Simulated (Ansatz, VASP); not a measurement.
# Ba: VASP beside Ansatz

```
Ba
1.0
    -2.37894    2.37894    2.37894
     2.37894   -2.37894    2.37894
     2.37894    2.37894   -2.37894
Ba
1
Direct
  0.00000 0.00000 0.00000
```

Alike in both runs: task single point; functional LDA; k mesh 14 × 14 × 14; occupations fermi-dirac, width 0.1 eV; no spin polarisation.

|  | VASP | Ansatz |
| --- | --- | --- |
| version | VASP 6.6.1 | Ansatz 0.2.0 |
| potentials or method | VASP PAW LDA potentials, release 64 (Ba_sv), cutoff 520 eV | plane waves (420 eV) with PAW, scalar-relativistic |
| valence electrons in the cell | 10 | 10 |

|  | VASP | Ansatz | Ansatz less VASP |
| --- | --- | --- | --- |
| pressure (GPa) | 0.1 | 0.0 | -0.09 |

Ansatz warns that its potentials were made for another functional, while VASP's fit it. LDA's correlation is that of Perdew and Zunger in VASP and of Perdew and Wang (1992) in Ansatz.

Spin-orbit coupling is off throughout.
